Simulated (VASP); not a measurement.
# Ta2F in VASP: notebook, part 2 of 2

VASP 6.6.1.

### Step 3. Single point, PBE

This run uses another cell than the first one, of 17.40 Å³/atom, 1.013 times its volume.

File INCAR:

```
SYSTEM = Ta2F
ALGO = Normal
EDIFF = 1E-6
ENCUT = 520
GGA = PE
ISIF = 2
ISMEAR = 0
LASPH = .TRUE.
LCHARG = .FALSE.
LREAL = .FALSE.
LWAVE = .FALSE.
NBANDS = 70
NELM = 60
PREC = Accurate
SIGMA = 0.2
```

File KPOINTS:

```
k-points
0
G
  8 8 1
  0 0 0
```

File POSCAR:

```
Ta2F
1.0
   -2.8884314784      0.0064861851      0.0344711114
   -1.1247211469     -2.6623996729     -0.0031069217
   -0.7949754972     -0.7205176786     27.1238427826
Ta F
8 4
Direct
    0.7020920849      0.7273568925      0.1285093657
    0.7148364464      0.2174979800      0.6306914145
    0.2955192616      0.7738098678      0.3715097503
    0.2865909768      0.2815904844      0.8692884276
    0.2323885873      0.2474162902      0.0424135068
    0.2440564078      0.7385947382      0.5446647252
    0.7668609611      0.2531427183      0.4575787293
    0.7567696625      0.7614530660      0.9553672899
    0.3422700553      0.3699412505      0.1812541922
    0.3540453706      0.8612702778      0.6834722752
    0.6563452084      0.1308497481      0.3187230312
    0.6482249771      0.6370766863      0.8165272920
```

Potentials or basis: VASP PAW PBE potentials, release 64 (Ta_pv, F).

On the command line:

```console
cat potpaw_PBE.64/Ta_pv/POTCAR potpaw_PBE.64/F/POTCAR > POTCAR
mpirun -np 1 vasp_std > vasp.out
```

OUTCAR:

```text
SYSTEM = Ta2F
   EDIFF = 1E-6
   ENCUT = 520
   GGA = PE
   ISIF = 2
   ISMEAR = 0
   LASPH = .TRUE.
   LREAL = .FALSE.
   NELM = 60
   PREC = Accurate

 ion  position               nearest neighbor table
   1  0.702  0.727  0.129-   9 2.19   9 2.27   9 2.27   5 2.83   5 2.83   5 3.34   5 3.36
   2  0.715  0.217  0.631-  10 2.19  10 2.27  10 2.27   6 2.83   6 2.83   6 3.34   6 3.36
   3  0.296  0.774  0.372-  11 2.19  11 2.27  11 2.27   7 2.83   7 2.83   7 3.34   7 3.36
   4  0.287  0.282  0.869-  12 2.19  12 2.27  12 2.27   8 2.83   8 2.83   8 3.34   8 3.36
   5  0.232  0.247  0.042-   1 2.83   1 2.83   8 2.85   8 2.85   1 3.34   8 3.36   1 3.36   8 3.38
[... 7 lines left out ...]
   9  0.342  0.370  0.181-   1 2.19   1 2.27   1 2.27
  10  0.354  0.861  0.683-   2 2.19   2 2.27   2 2.27
  11  0.656  0.131  0.319-   3 2.19   3 2.27   3 2.27
  12  0.648  0.637  0.817-   4 2.19   4 2.27   4 2.27

  Warning from LATTYP: Got some problem with cell dimensions!
  Tried to take original basis but could not verify dimensions!
  LATTYP: Found a triclinic cell.
 ALAT       =     2.8902213288
 B/A-ratio  =     0.9994544075
 C/A-ratio  =     9.4104781358
 COS(alpha) =     0.0000605374
 COS(beta)  =     0.0715592133
 COS(gamma) =     0.3870371330

  Lattice vectors:

 A1 = (  -1.1247211469,  -2.6623996729,  -0.0031069217)
 A2 = (  -2.8884314784,   0.0064861851,   0.0344711114)
 A3 = (  -0.3297456497,  -1.9418819943, -27.1269497043)

Analysis of symmetry for initial positions (statically):
=====================================================================
 Subroutine PRICEL returns:
 Original cell was already a primitive cell.

 Routine SETGRP: Setting up the symmetry group for a
 triclinic supercell.

 Subroutine GETGRP returns: Found  1 space group operations
 (whereof  1 operations were pure point group operations)
 out of a pool of  2 trial point group operations.

The static configuration has the point symmetry C_1 .

Analysis of symmetry for dynamics (positions and initial velocities):
=====================================================================
 Subroutine PRICEL returns:
 Original cell was already a primitive cell.

 Routine SETGRP: Setting up the symmetry group for a
 triclinic supercell.

 Subroutine GETGRP returns: Found  1 space group operations
 (whereof  1 operations were pure point group operations)
 out of a pool of  2 trial point group operations.

The dynamic configuration has the point symmetry C_1 .

 Subroutine INISYM returns: Found  1 space group operations
 (whereof  1 operations are pure point group operations),
 and found     1 'primitive' translations

----------------------------------------------------------------------------------------

                                     Primitive cell

  volume of cell :     208.7460

  direct lattice vectors                    reciprocal lattice vectors
    -2.888431478  0.006486185  0.034471111    -0.345955136  0.146154802 -0.006257179
    -1.124721147 -2.662399673 -0.003106922    -0.000961778 -0.375183045 -0.009994550
    -0.794975497 -0.720517679 27.123842783     0.000439557 -0.000228721  0.036874740

[... 63 lines left out ...]
  0.375000  0.000000 -0.000000      2.000000
  0.500000  0.000000  0.000000      1.000000
 -0.000000  0.125000  0.000000      2.000000
[... 16 lines left out ...]
  0.125000  0.375000 -0.000000      2.000000
  0.250000  0.375000  0.000000      2.000000
 [... further k-points ...]
   k-points           NKPTS =     34   k-points in BZ     NKDIM =     34   number of bands    NBANDS=     70
   number of dos      NEDOS =    301   number of ions     NIONS =     12
   total plane-waves  NPLWV = 120960
   dimension x,y,z NGX =    24 NGY =   24 NGZ =  210
   dimension x,y,z NGXF=    48 NGYF=   48 NGZF=  420
   ions per type =               8   4
   NGX,Y,Z   is equivalent  to a cutoff of  13.81, 13.80, 12.86 a.u.
   NGXF,Y,Z  is equivalent  to a cutoff of  27.62, 27.61, 25.72 a.u.
 SYSTEM =  Ta2F
   PREC   = accura    normal or accurate (medium, high low for compatibility)
   ISTART =      0    job   : 0-new  1-cont  2-samecut
   ICHARG =      2    charge: 1-file 2-atom 10-const
   ISPIN  =      1    spin polarized calculation?
   LNONCOLLINEAR =      F non collinear calculations
   LSORBIT =      F    spin-orbit coupling
   LASPH  =      T    aspherical Exc in radial PAW
   ENCUT  =  520.0 eV  38.22 Ry    6.18 a.u.   5.37  5.37 50.47*2*pi/ulx,y,z
   NELM   =     60;   NELMIN=  2; NELMDL= -5     # of ELM steps
   EDIFF  = 0.1E-05   stopping-criterion for ELM
   LREAL  =      F    real-space projection
   EDIFFG = 0.1E-04   stopping-criterion for IOM
   NSW    =      0    number of steps for IOM
   IBRION =     -1    ionic relax: 0-MD 1-quasi-New 2-CG
   NFREE  =      0    steps in history (QN), initial steepest desc. (CG)
   ISIF   =      2    stress and relaxation
   ISYM   =      2    0-nonsym 1-usesym 2-fastsym
   POTIM  = 0.5000    time-step for ionic-motion
   TEBEG  =    0.0;   TEEND  =   0.0 temperature during run
   PSTRESS=    0.0 pullay stress
   NELECT =     116.0000    total number of electrons
   NUPDOWN=      -1.0000    fix difference up-down
   EMIN   =  10.00;   EMAX   =-10.00  energy-range for DOS
   EFERMI =   0.00;   METHOD = LEGACY
   ISMEAR =     0;   SIGMA  =   0.20  broadening in eV -4-tet -1-fermi 0-gaus
   EFERMI_NEDOS =   21; number of points for ismear=-14 and -15
   IALGO  =     38    algorithm
   IMIX   =      4    mixing-type and parameters
     AMIX     =   0.40;   BMIX     =  1.00
     AMIX_MAG =   1.60;   BMIX_MAG =  1.00
  volume/ion in A,a.u.               =      17.40       117.39
  Fermi-wavevector in a.u.,A,eV,Ry     =   1.345927  2.543433 24.647212  1.811519
  Thomas-Fermi vector in A             =   2.473800
   LORBIT       =      0    0 simple, 1 ext, 2 COOP (PROOUT), +10 PAW based schemes
   GGA     = PE    functional components
   LHFCALC =     F    Hartree Fock is set to
   AEXX    =    0.0000 exact exchange contribution
   IVDW    =     0    specifies the selected vdW correction
   LEPSILON=     F    determine dielectric tensor
   LRPA    =     F    only Hartree local field effects (RPA)
 non-spin polarized calculation
 Gauss-broadening in eV      SIGMA  =   0.20
  energy-cutoff  :      520.00
  volume of cell :      208.75
 maximum number of plane-waves:      5665
 NGX is ok and might be reduce to    24
   NGX = 11   NGY = 11   NGZ =101

 number of electron     116.0000022 magnetization

 Free energy of the ion-electron system (eV)
  ---------------------------------------------------
  ext. energy  EPLUGINS =         0.00000000
  ---------------------------------------------------
  free energy    TOTEN  =      -115.63609335 eV

  energy without entropy =     -115.49525173  energy(sigma->0) =     -115.56567254

 E-fermi :   4.0137     XC(G=0): -10.8822

 val. band max:        4.0124240414   @ k =   0.0000   0.0000   0.0000
 cond. band min:       4.0177749768   @ k =  -0.0000   0.3750   0.0000
 fundamental gap:      0.0053509354
 Fermi energy:         4.0136673394

 k-point     1 :       0.0000    0.0000    0.0000
  band No.  band energies     occupation
      1     -31.0128      2.00000
      2     -31.0127      2.00000
      3     -30.9878      2.00000
      4     -30.9877      2.00000
      5     -30.4141      2.00000
      6     -30.4140      2.00000
[... 1741 lines left out ...]
     69       7.0475      0.00000
     70       7.0587      0.00000

 [... further k-points ...]
[... 5 lines left out ...]
  --------------------------------------------------------------------------------------
  -------------------------------------------------------------------------------------
  Total        0.2908866      0.2744787     -0.0911666     -0.0657830      0.0492138      0.0466205
  in kB        2.2326267      2.1066924     -0.6997263     -0.5049009      0.3777280      0.3578241
  external PRESSURE =       1.2131976 kB  Pullay stress =       0.0000000 kB

 VOLUME and BASIS-vectors are now :
 -----------------------------------------------------------------------------
  energy-cutoff  :      520.00
  volume of cell :      208.75
      direct lattice vectors                 reciprocal lattice vectors
    -2.888431478  0.006486185  0.034471111    -0.345955136  0.146154802 -0.006257179
    -1.124721147 -2.662399673 -0.003106922    -0.000961778 -0.375183045 -0.009994550
    -0.794975497 -0.720517679 27.123842783     0.000439557 -0.000228721  0.036874740

 POSITION                                       TOTAL-FORCE (eV/Angst)
 -----------------------------------------------------------------------------------
     -2.94818     -2.02455      3.50761        -0.019544      0.004051     -0.043227
     -2.81076     -1.02885     17.13074        -0.012726     -0.007483     -0.022244
     -2.01925     -2.32595     10.08455         0.002348     -0.002032      0.024253
     -1.83557     -1.37419     23.58745         0.010252      0.007486      0.035807
     -0.98323     -0.68777      1.15766         0.001540     -0.001156      0.016793
     -1.96865     -2.35729     14.77952         0.003549      0.003158      0.001637
     -2.86350     -0.99869     12.43694         0.001148     -0.001368     -0.008002
     -3.80179     -2.71074     25.93695         0.000178      0.002452     -0.014440
     -1.54880     -1.11331      4.92696         0.015884     -0.000824      0.038160
     -2.53467     -2.78320     18.54792         0.012194      0.005012      0.027695
     -2.29635     -0.57376      8.66721        -0.006313      0.001998     -0.023245
     -3.23801     -2.28027     22.16772        -0.008511     -0.011295     -0.033187
 -----------------------------------------------------------------------------------
    total drift:                               -0.000387      0.000187      0.000282

  FREE ENERGIE OF THE ION-ELECTRON SYSTEM (eV)
  ---------------------------------------------------
  free  energy   TOTEN  =      -115.6360933496 eV

  energy  without entropy=     -115.4952517277  energy(sigma->0) =     -115.56567254
```

Run time: 24 min. Hardware: 1 thread of AMD EPYC 7R43 (Zen 3), shared host; peak memory 0.49 GiB.

Results:

```yaml
Free_energy: -115.6361 eV
Pressure: 0.1 GPa
Largest_force: 0.048 eV/Å
Band_gap_on_the_k_mesh: zero (band 58 reaches 4.93 eV, above the bottom of band 59 at 3.35 eV)
```

Forces on the atoms (eV/Å):
```
Ta  -0.020  0.004 -0.043
Ta  -0.013 -0.007 -0.022
Ta   0.002 -0.002  0.024
Ta   0.010  0.007  0.036
Ta   0.002 -0.001  0.017
Ta   0.004  0.003  0.002
Ta   0.001 -0.001 -0.008
Ta   0.000  0.002 -0.014
F    0.016 -0.001  0.038
F    0.012  0.005  0.028
F   -0.006  0.002 -0.023
F   -0.009 -0.011 -0.033
```

Caveat: spin-orbit coupling is left out, which moves the levels of the heavy elements.
